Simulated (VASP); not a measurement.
TaO5:

```
CELL_PARAMETERS angstrom
4.01148 0.00000 0.00000
-2.00574 3.47404 0.00000
0.00000 0.00000 4.88452
ATOMIC_POSITIONS crystal
Ta 0.00000 0.00000 0.00000
O 0.00000 0.00000 0.35859
O 0.00000 0.00000 0.64141
O 0.62156 0.00000 0.50000
O 0.00000 0.62156 0.50000
O 0.37844 0.37844 0.50000
```

```yaml
Program: VASP 6.6.1
Task: relaxation of cell and atoms
Functional: PBE
Potentials_or_basis: VASP PAW PBE potentials, release 64 (Ta_pv, O)
Cutoff: 600 eV
k_mesh: 6 × 6 × 4
Occupations: gaussian, width 0.1 eV
Spin: no spin polarisation
```

At the start: pressure 61.1 GPa; volume 11.35 Å³/atom.

Problem. Where does the relaxation end?

Solution. Over 18 steps the energy falls by 1925.0 meV/atom and the volume is 12.75 Å³/atom (+12.4 %); space group P6/mmm (No. 191, to 0.05 Å).

Step by step:
```csv
step,energy change (eV),largest force (eV/Å),pressure (GPa),volume (Å³)
1,0.0000,9.0182,61.12,68.07
2,-6.9835,3.6258,-17.13,119.96
3,-8.1092,2.7116,-6.55,98.36
4,-8.1083,2.7106,-6.02,97.69
5,-8.1955,4.3745,7.29,91.87
6,-8.4061,0.8627,0.28,94.40
7,-8.9007,0.5364,-0.66,91.66
8,-10.5824,0.6634,-1.07,82.53
9,-8.4969,1.0699,36.87,61.49
10,-11.2874,0.5676,3.75,77.39
11,-11.2598,0.8643,13.43,70.03
12,-11.4696,0.7404,7.89,73.53
13,-11.4638,0.7565,8.57,73.01
14,-10.7683,3.9656,-17.23,79.89
15,-11.5199,0.6572,1.83,74.48
16,-11.5203,0.5606,2.32,74.37
17,-11.5494,0.0692,-0.51,76.83
18,-11.5502,0.0208,-0.15,76.48
```

Final structure:
```
Ta O
1.0
     3.54888    0.00000    0.00000
    -1.77444    3.07342    0.00000
     0.00000    0.00000    7.01174
Ta O
1 5
Direct
  0.00000 0.00000 0.00000
  0.00000 0.00000 0.25638
  0.00000 0.00000 0.74362
  0.49524 0.00000 0.50000
  0.00000 0.49524 0.50000
  0.50476 0.50476 0.50000
```

Caveat: an odd number of electrons without spin polarisation forces a metal; a magnetic or distorted state may lie lower.
